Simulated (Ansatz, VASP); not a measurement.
Au in VASP and in Ansatz

```xyz
1
Lattice="0.0000 2.0419 2.0419 2.0419 0.0000 2.0419 2.0419 2.0419 0.0000" Properties=species:S:1:pos:R:3 pbc="T T T"
Au    0.0000    0.0000    0.0000
```

Alike in both runs: functional PBEsol; k mesh 18 × 18 × 18; occupations gaussian, width 0.1 eV; no spin polarisation.

Ansatz relaxed the structure, and its values are those at the end. VASP's run is a single point on that final structure, the one shown.

|  | VASP | Ansatz |
| --- | --- | --- |
| version | VASP 6.6.1 | Ansatz 0.2.0 |
| potentials or method | VASP PAW PBE potentials, release 64 (Au), cutoff 520 eV | scalar-relativistic, plane waves, PAW |
| valence electrons in the cell | 11 | 19 |

|  | VASP | Ansatz | Ansatz less VASP |
| --- | --- | --- | --- |
| gap on the k mesh at the Fermi level (eV) | none | none | - |
| pressure (GPa) | -0.3 | 0.0 | +0.29 |

VASP's potentials were made for PBE, not for PBEsol. A gap of «none» marks a metal or a gap that the smearing closes. VASP's potentials hold 11 valence electrons a cell and Ansatz's 19, so a difference there can come from the potentials and not from the codes.

Neither program's run includes spin-orbit coupling.
